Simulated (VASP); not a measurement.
Input of a VASP 6.6.1 run:

File INCAR:

```
PREC     = Accurate       # precision mode
ENCUT    = 520            # plane-wave cutoff, eV
EDIFF    = 1E-8           # SCF threshold, eV
ISMEAR   = -1             # smearing method
SIGMA    = 0.01           # smearing width, eV
LREAL    = F              # projectors in reciprocal space
LASPH    = T              # aspherical terms in the spheres
NELM     = 60             # most SCF steps
ALGO     = Normal         # electronic algorithm
ISIF     = 2              # what is computed and relaxed
LWAVE    = F              # write WAVECAR
LCHARG   = F              # write CHGCAR
GGA      = PS             # functional
LEFG     = T            
NBANDS   = 17             # bands
```

File KPOINTS:

```
regular mesh
0
Gamma
  7 7 7
```

POSCAR

```
SnSe
1.0
    0.0000000000      3.0496098055      3.0496098055
    3.0496098055      0.0000000000      3.0496098055
    3.0496098055      3.0496098055      0.0000000000
Sn Se
1 1
Direct
    0.0000000000      0.0000000000      0.0000000000
    0.5000000000      0.5000000000      0.5000000000
```

Potentials or basis: VASP PAW PBE potentials, release 64 (Sn_d, Se).

Run with:

```console
$ cat potpaw_PBE.64/Sn_d/POTCAR potpaw_PBE.64/Se/POTCAR > POTCAR
$ mpirun -np 1 vasp_std > vasp.out
```

(1) What does it give for the pressure?

Answers

(1) -3.6 GPa.

Caveat: without QUAD_EFG the Cq values of the log hold for a quadrupole moment of 1 mb, not for the nuclei; the PAW data sets were made with another functional, which shifts forces and pressure a little.
